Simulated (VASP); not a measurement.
# IrC (zincblende type): single point with PBE

The system is IrC (zincblende type).

```
Ir C
1.0
     0.00000    2.12690    2.12690
     2.12690    0.00000    2.12690
     2.12690    2.12690    0.00000
Ir C
1 1
Cartesian
  0.0000 0.0000 0.0000
  1.0634 1.0634 1.0634
```

This cell differs from its parent crystal: volume scaled by 0.78.

```
Program             : VASP 6.6.1
Task                : single point
Functional          : PBE
Potentials or basis : VASP PAW PBE potentials, release 64 (Ir, C)
Cutoff              : 520 eV
k mesh              : 16 × 16 × 16
Occupations         : fermi-dirac, width 0.08 eV
Spin                : no spin polarisation
```

| Property | Result |
| --- | --- |
| Pressure | 124.8 GPa |

Levels at points of the mesh, in eV from the Fermi level:
| k point | band 4 | band 5 | band 6 | band 7 | band 8 | band 9 |
| --- | --- | --- | --- | --- | --- | --- |
| (0.00, 0.00, 0.00) | -9.01 | -3.32 | -3.32 | 3.88 | 7.55 | 7.55 |
| (0.50, 0.00, 0.00) | -7.84 | -2.35 | -2.35 | -1.04 | 4.38 | 4.38 |
| (0.50, 0.50, 0.00) | -4.99 | -4.41 | -1.66 | 0.10 | 0.66 | 0.66 |

Wall time 28 s on 1 thread of Intel(R) Xeon(R) Platinum 8259CL CPU @ 2.50GHz (Skylake/Cascade Lake), with other jobs on the host, peak memory 0.17 GiB.

Caveat: spin-orbit coupling is left out, which moves the levels of the heavy elements.
